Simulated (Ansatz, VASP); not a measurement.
## ZnS in VASP and in Ansatz

```
CELL_PARAMETERS angstrom
3.62513 0.00000 0.00000
-1.81257 3.13946 0.00000
0.00000 0.00000 5.93822
ATOMIC_POSITIONS crystal
Zn 0.00000 0.00000 0.00000
Zn 0.00000 0.00000 0.50000
S 0.33333 0.66667 0.25000
S 0.66667 0.33333 0.75000
```

Alike in both runs: task single point; functional r2SCAN; k mesh 6 × 6 × 4; no spin polarisation.

|  | VASP | Ansatz |
| --- | --- | --- |
| version | VASP 6.6.1 | Ansatz 0.2.0 |
| potentials or method | VASP PAW PBE potentials, release 64 (Zn, S) | plane waves, PAW |
| plane-wave cutoff (eV) | 520 | 500 |
| occupations | gaussian, width 0.01 eV | fixed |
| valence electrons in the cell | 36 | 36 |

Ansatz gave:

| Property | Result |
| --- | --- |
| gap on the k mesh at the Fermi level (eV) | 0.83 |
| pressure (GPa) | -2.7 |
| traceless stress, the component that is largest in VASP (GPa) | -0.15 |

**Question.** Estimate VASP's values.

**Answer.** gap on the k mesh at the Fermi level (eV): 0.82; pressure (GPa): -2.5; traceless stress, the component that is largest in VASP (GPa): -0.14.

VASP's potentials were made for PBE, not for r2SCAN.
